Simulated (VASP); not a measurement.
Write the native input for VASP 6.6.1 that does the following.

* Task: single point
* Functional: LDA
* Potentials or basis: VASP PAW LDA potentials, release 64 (Ta_pv)
* Cutoff: 500 eV
* k mesh: 20 × 20 × 20
* Occupations: gaussian, width 0.2 eV
* Spin: no spin polarisation
* Dipole correction: no
* Further INCAR settings: ALGO = Normal; EDIFF = 1e-06; NBANDS = 12

The structure of Ta lies in POSCAR:

```
Ta
1.0
   -1.7090748000      1.5934852000      1.6512800000
    1.7090748000     -1.5934852000      1.6512800000
    1.7090748000      1.5934852000     -1.6512800000
Ta
1
Direct
    0.0000000000      0.0000000000      0.0000000000
```

This cell differs from its parent crystal: strain +0.0350 x Voigt [1, -1, 0, 0, 0, 0].

These files were run (other wordings do the same):

INCAR

```
PREC = Accurate
ENCUT = 500
EDIFF = 1E-6
ISMEAR = 0
SIGMA = 0.2
LREAL = False
LASPH = True
NELM = 120
ALGO = Normal
ISIF = 2
LWAVE = False
LCHARG = False
NBANDS = 12
GGA_COMPAT = False
```

KPOINTS

```
Automatic mesh
0
Gamma
  20 20 20
```

Potentials or basis: VASP PAW LDA potentials, release 64 (Ta_pv).

Launch:

```sh
$ cat potpaw_LDA.64/Ta_pv/POTCAR > POTCAR
$ mpirun -np 1 vasp_std > vasp.out
```

Results of the run:

| Item | Value |
| --- | --- |
| Pressure | -7.6 GPa |
| Band gap on the k mesh | zero (an odd number of electrons rules out a gap without spin polarisation) |

Caveat: the cell differs from its parent crystal (strain +0.0350 x Voigt [1, -1, 0, 0, 0, 0]); the cell stands under tension; spin-orbit coupling is left out, which moves the levels of the heavy elements.

Run time: 51 s on 1 thread of Intel(R) Xeon(R) 6975P-C (Granite Rapids) (shared host), peak memory 0.32 GiB.
